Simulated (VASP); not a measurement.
# BN (d4) (P6_3/mmc) in VASP: phonons with PBE+D4

Aim: the phonons of BN (d4) with PBE+D4.

All numbers are computed with VASP 6.6.1; they aren't measurements. Logs are shortened: lines on timing, memory, paths and dates and some standing lists are left out, and cuts for length are marked.

### Step 1. The cell of the first run

Symmetry: P6_3/mmc, No. 194, hexagonal system. The conventional cell has a = 2.507 Å, b = 2.507 Å, c = 6.552 Å, α = 90.00°, β = 90.00°, γ = 120.00°. Within 1.9 Å of B (site symmetry -6m2) lie 3 N at 1.45 Å. Within 1.9 Å of N (site symmetry -6m2) lie 3 B at 1.45 Å.

### Step 2. Phonons, PBE+D4

INCAR reads:

```
PREC = Accurate
ENCUT = 520
EDIFF = 1E-8
ISMEAR = 0
SIGMA = 0.01
LREAL = False
LASPH = True
NELM = 80
ALGO = Normal
ISIF = 2
LWAVE = False
LCHARG = False
GGA = PE
IVDW = 13
NBANDS = 16
IBRION = 6
NFREE = 2
POTIM = 0.015
NSW = 1
```

KPOINTS reads:

```
regular mesh
0
Gamma
  12 12 4
```

POSCAR reads:

```
BN
1.0
    2.5070133533      0.0000000000      0.0000000000
   -1.2535066766      2.1711372516      0.0000000000
    0.0000000000      0.0000000000      6.5523145172
B N
2 2
Direct
    0.3333333333      0.6666666667      0.2500000000
    0.6666666667      0.3333333333      0.7500000000
    0.3333333333      0.6666666667      0.7500000000
    0.6666666667      0.3333333333      0.2500000000
```

Potentials or basis: VASP PAW PBE potentials, release 64 (B, N).

The run is started by

```bash
$ cat potpaw_PBE.64/B/POTCAR potpaw_PBE.64/N/POTCAR > POTCAR
$ mpirun -np 1 vasp_std > vasp.out
```

OUTCAR:

```text
PREC = Accurate
   ENCUT = 520
   EDIFF = 1E-8
   ISMEAR = 0
   LREAL = False
   LASPH = True
   NELM = 80
   ISIF = 2
   GGA = PE
   IVDW = 13
   IBRION = 6
   NFREE = 2
   POTIM = 0.015
   NSW = 1

 ion  position               nearest neighbor table
   1  0.333  0.667  0.250-   4 1.45   4 1.45   4 1.45
   2  0.667  0.333  0.750-   3 1.45   3 1.45   3 1.45
   3  0.333  0.667  0.750-   2 1.45   2 1.45   2 1.45
   4  0.667  0.333  0.250-   1 1.45   1 1.45   1 1.45

  LATTYP: Found a hexagonal cell.
 ALAT       =     2.5070133533
 C/A-ratio  =     2.6135937842

  Lattice vectors:

 A1 = (   2.5070133533,   0.0000000000,   0.0000000000)
 A2 = (  -1.2535066766,   2.1711372516,   0.0000000000)
 A3 = (   0.0000000000,   0.0000000000,   6.5523145172)

Analysis of symmetry for initial positions (statically):
=====================================================================
 Subroutine PRICEL returns:
 Original cell was already a primitive cell.

 Routine SETGRP: Setting up the symmetry group for a
 hexagonal supercell.

 Subroutine GETGRP returns: Found 24 space group operations
 (whereof 12 operations were pure point group operations)
 out of a pool of 24 trial point group operations.

The static configuration has the point symmetry D_3d.
 The point group associated with its full space group is D_6h.

Analysis of symmetry for dynamics (positions and initial velocities):
=====================================================================
 Subroutine PRICEL returns:
 Original cell was already a primitive cell.

 Routine SETGRP: Setting up the symmetry group for a
 hexagonal supercell.

 Subroutine GETGRP returns: Found 24 space group operations
 (whereof 12 operations were pure point group operations)
 out of a pool of 24 trial point group operations.

The dynamic configuration has the point symmetry D_3d.
 The point group associated with its full space group is D_6h.

 Subroutine INISYM returns: Found 24 space group operations
 (whereof 12 operations are pure point group operations),
 and found     1 'primitive' translations

----------------------------------------------------------------------------------------

                                     Primitive cell

  volume of cell :      35.6647

  direct lattice vectors                    reciprocal lattice vectors
     2.507013353  0.000000000  0.000000000     0.398881003  0.230294054  0.000000000
    -1.253506677  2.171137252  0.000000000     0.000000000  0.460588108  0.000000000
     0.000000000  0.000000000  6.552314517     0.000000000  0.000000000  0.152617826

  length of vectors
     2.507013353  2.507013353  6.552314517     0.460588108  0.460588108  0.152617826

  position of ions in fractional coordinates (direct lattice)
     0.333333333  0.666666667  0.250000000
     0.666666667  0.333333333  0.750000000
     0.333333333  0.666666667  0.750000000
     0.666666667  0.333333333  0.250000000

  ion indices of the primitive-cell ions
   primitive index   ion index
                 1           1
                 2           2
                 3           3
                 4           4

----------------------------------------------------------------------------------------

 KPOINTS: regular mesh

Automatic generation of k-mesh.
 Grid dimensions read from file:
 generate k-points for:   12   12    4

 Generating k-lattice:

  Cartesian coordinates                     Fractional coordinates (reciprocal lattice)
     0.033240084  0.019191171  0.000000000     0.083333333  0.000000000  0.000000000
     0.000000000  0.038382342  0.000000000     0.000000000  0.083333333  0.000000000
     0.000000000  0.000000000  0.038154457     0.000000000  0.000000000  0.250000000

  Length of vectors
     0.038382342  0.038382342  0.038154457
[... 37 lines left out ...]
   number of dos      NEDOS =    301   number of ions     NIONS =      4
   total plane-waves  NPLWV =  20000
   dimension x,y,z NGX =    20 NGY =   20 NGZ =   50
   dimension x,y,z NGXF=    40 NGYF=   40 NGZF=  100
   ions per type =               2   2
   NGX,Y,Z   is equivalent  to a cutoff of  13.26, 13.26, 12.69 a.u.
   NGXF,Y,Z  is equivalent  to a cutoff of  26.52, 26.52, 25.37 a.u.
 SYSTEM =  unknown system
   PREC   = accura    normal or accurate (medium, high low for compatibility)
   ISTART =      0    job   : 0-new  1-cont  2-samecut
   ICHARG =      2    charge: 1-file 2-atom 10-const
   ISPIN  =      1    spin polarized calculation?
   LNONCOLLINEAR =      F non collinear calculations
   LSORBIT =      F    spin-orbit coupling
   LASPH  =      T    aspherical Exc in radial PAW
   ENCUT  =  520.0 eV  38.22 Ry    6.18 a.u.   4.66  4.66 12.18*2*pi/ulx,y,z
   NELM   =     80;   NELMIN=  2; NELMDL= -5     # of ELM steps
   EDIFF  = 0.1E-07   stopping-criterion for ELM
   LREAL  =      F    real-space projection
   EDIFFG = 0.1E-06   stopping-criterion for IOM
   NSW    =     85    number of steps for IOM
   IBRION =      6    ionic relax: 0-MD 1-quasi-New 2-CG
   NFREE  =      2    steps in history (QN), initial steepest desc. (CG)
   ISIF   =      2    stress and relaxation
   ISYM   =      2    0-nonsym 1-usesym 2-fastsym
   POTIM  = 0.0150    time-step for ionic-motion
   TEBEG  =    0.0;   TEEND  =   0.0 temperature during run
   PSTRESS=    0.0 pullay stress
   NELECT =      16.0000    total number of electrons
   NUPDOWN=      -1.0000    fix difference up-down
   EMIN   =  10.00;   EMAX   =-10.00  energy-range for DOS
   EFERMI =   0.00;   METHOD = LEGACY
   ISMEAR =     0;   SIGMA  =   0.01  broadening in eV -4-tet -1-fermi 0-gaus
   EFERMI_NEDOS =   21; number of points for ismear=-14 and -15
   IALGO  =     38    algorithm
   IMIX   =      4    mixing-type and parameters
     AMIX     =   0.40;   BMIX     =  1.00
     AMIX_MAG =   1.60;   BMIX_MAG =  1.00
  volume/ion in A,a.u.               =       8.92        60.17
  Fermi-wavevector in a.u.,A,eV,Ry     =   1.253243  2.368286 21.369554  1.570618
  Thomas-Fermi vector in A             =   2.387105
   LORBIT       =      0    0 simple, 1 ext, 2 COOP (PROOUT), +10 PAW based schemes
   GGA     = PE    functional components
   LHFCALC =     F    Hartree Fock is set to
   AEXX    =    0.0000 exact exchange contribution
   IVDW    =    13    specifies the selected vdW correction
   LEPSILON=     F    determine dielectric tensor
   LRPA    =     F    only Hartree local field effects (RPA)
 finite differences with symmetry
 non-spin polarized calculation
 Gauss-broadening in eV      SIGMA  =   0.01
  energy-cutoff  :      520.00
  volume of cell :       35.66
 maximum number of plane-waves:       985
 NGX is ok and might be reduce to    20
   NGX =  9   NGY =  9   NGZ = 25

--------------------------------------- Ionic step        1  -------------------------------------------

 number of electron      15.9999997 magnetization

 Free energy of the ion-electron system (eV)
  ---------------------------------------------------
  ext. energy  EPLUGINS =         0.00000000
  ---------------------------------------------------
  free energy    TOTEN  =       -35.14490648 eV

  energy without entropy =      -35.14490648  energy(sigma->0) =      -35.14490648

------------------------ aborting loop because EDIFF is reached ----------------------------------------

  DFT-D4 for vdW energy calculation

  Edisp (eV):   -0.65092
[... 327 lines left out ...]
--------------------------------------- Ionic step        9  -------------------------------------------

 number of electron      15.9999998 magnetization

 Free energy of the ion-electron system (eV)
  ---------------------------------------------------
  ext. energy  EPLUGINS =         0.00000000
  ---------------------------------------------------
  free energy    TOTEN  =       -35.14337492 eV

  energy without entropy =      -35.14337492  energy(sigma->0) =      -35.14337492

 E-fermi :   2.4481     XC(G=0): -10.1509

 val. band max:        2.3761449395   @ k =   0.3333   0.2500   0.0000
 cond. band min:       6.6165902692   @ k =   0.5000  -0.0000   0.0000
 fundamental gap:      4.2404453297
 Fermi energy:         2.4481117766

 k-point     1 :       0.0000    0.0000    0.0000
  band No.  band energies     occupation
      1     -15.4260      2.00000
      2     -15.0999      2.00000
      3      -3.8897      2.00000
      4      -1.6203      2.00000
      5       1.0313      2.00000
      6       1.0313      2.00000
[... 433 lines left out ...]
      3      -4.5160      2.00000
      4      -4.4495      2.00000
      5      -1.2095      2.00000
      6      -1.1599      2.00000
[... 8 lines left out ...]
     15      19.2158      0.00000
     16      20.8824      0.00000

 [... further k-points ...]

------------------------ aborting loop because EDIFF is reached ----------------------------------------

  DFT-D4 for vdW energy calculation

  Edisp (eV):   -0.65093
[... 27 lines left out ...]
  FREE ENERGIE OF THE ION-ELECTRON SYSTEM (eV)
  ---------------------------------------------------
  free  energy   TOTEN  =       -35.7943014021 eV

  energy  without entropy=      -35.7943014021  energy(sigma->0) =      -35.79430140

 INTERNAL STRAIN TENSORS FROM DISPLACED ATOMS
 ============================================

 INTERNAL STRAIN TENSOR FOR ION    1 for displacements in x,y,z  (eV/Angst):
          X           Y           Z          XY          YZ          ZX
  --------------------------------------------------------------------------------
  x    -0.00000     0.00000     0.00000   -12.25489     0.00000     0.00000
  y   -12.25489    12.25489     0.00000     0.00000     0.00000     0.00000
  z    -0.00000     0.00000    -0.00000     0.00000     0.00000    -0.00000

 INTERNAL STRAIN TENSOR FOR ION    4 for displacements in x,y,z  (eV/Angst):
          X           Y           Z          XY          YZ          ZX
  --------------------------------------------------------------------------------
  x     0.00000    -0.00000    -0.00000    12.44842     0.00000     0.00000
  y    12.44842   -12.44842     0.00000    -0.00000     0.00000     0.00000
  z    -0.00000    -0.00000    -0.00000     0.00000     0.00000    -0.00000

 Eigenvectors and eigenvalues of the dynamical matrix
 ----------------------------------------------------

   1 f  =   40.472189 THz   254.294265 2PiTHz 1350.006920 cm-1   167.379450 meV
             X         Y         Z           dx          dy          dz
     -0.000000  1.447425  1.638079    -0.315369   -0.427014   -0.000000
      1.253507  0.723712  4.914236     0.315369    0.427014   -0.000000
     -0.000000  1.447425  4.914236    -0.277510   -0.375752   -0.000000
      1.253507  0.723712  1.638079     0.277510    0.375752   -0.000000
[... 71 lines left out ...]
  12 f/i=    0.002973 THz     0.018678 2PiTHz    0.099160 cm-1     0.012294 meV
             X         Y         Z           dx          dy          dz
     -0.000000  1.447425  1.638079    -0.000000    0.000000    0.466682
      1.253507  0.723712  4.914236    -0.000000    0.000000    0.466682
     -0.000000  1.447425  4.914236    -0.000000    0.000000    0.531233
      1.253507  0.723712  1.638079    -0.000000    0.000000    0.531233

 ELASTIC MODULI CONTR FROM IONIC RELAXATION (kBar)
 Direction    XX          YY          ZZ          XY          YZ          ZX
 --------------------------------------------------------------------------------
 XX        -347.7667    347.7667     -0.0000     -0.0000     -0.0000      0.0000
 YY         347.7667   -347.7667      0.0000     -0.0000      0.0000     -0.0000
 ZZ          -0.0000      0.0000     -0.0000      0.0000      0.0000     -0.0000
 XY          -0.0000     -0.0000      0.0000   -347.7667     -0.0000     -0.0000
 YZ          -0.0000      0.0000      0.0000     -0.0000     -0.0000      0.0000
 ZX           0.0000     -0.0000     -0.0000     -0.0000      0.0000     -0.0000
 --------------------------------------------------------------------------------
```

Run time: 4.6 min. Hardware: 1 thread of Intel Xeon Platinum 8559C (Emerald Rapids), shared host; peak memory 0.32 GiB.

What came out:

```yaml
Highest_phonon_frequency_at_Γ_LO-TO_splitting_left_out: 1350 cm⁻¹
Dispersion_energy_per_atom: -0.163 eV
```

Phonon frequencies in cm⁻¹ (negative: imaginary):
| q point | frequencies |
| --- | --- |
| (0.000, 0.000, 0.000) | 0 0 0 48 48 124 741 796 1350 1350 1350 1350 |
